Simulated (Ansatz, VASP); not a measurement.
# Two plane-wave programs on Mo3Ru

```
Mo Ru
1.0
     0.00000    3.22911    3.22911
     3.22911    0.00000    3.22911
     3.22911    3.22911    0.00000
Mo Ru
3 1
Cartesian
  4.8437 4.8437 4.8437
  1.6146 1.6146 1.6146
  0.0000 0.0000 0.0000
  3.2291 3.2291 3.2291
```

Alike in both runs: task single point; functional PBE; k mesh 6 × 6 × 6; occupations gaussian, width 0.1 eV; no spin polarisation.

|  | VASP | Ansatz |
| --- | --- | --- |
| version | VASP 6.6.1 | Ansatz 0.2.0 |
| potentials or method | VASP PAW PBE potentials, release 64 (Mo_sv, Ru_pv), cutoff 520 eV | scalar-relativistic, plane waves, PAW |
| valence electrons in the cell | 56 | 58 |

```tsv
	VASP	Ansatz	Ansatz less VASP
gap on the k mesh at the Fermi level (eV)	none	none	-
pressure (GPa)	-19.2	-19.5	-0.23
```

A gap of «none» marks a metal or a gap that the smearing closes. The functional is the same, so the differences come from potentials, cutoffs and numerics. VASP's potentials hold 56 valence electrons a cell and Ansatz's 58, so a difference there can come from the potentials and not from the codes.
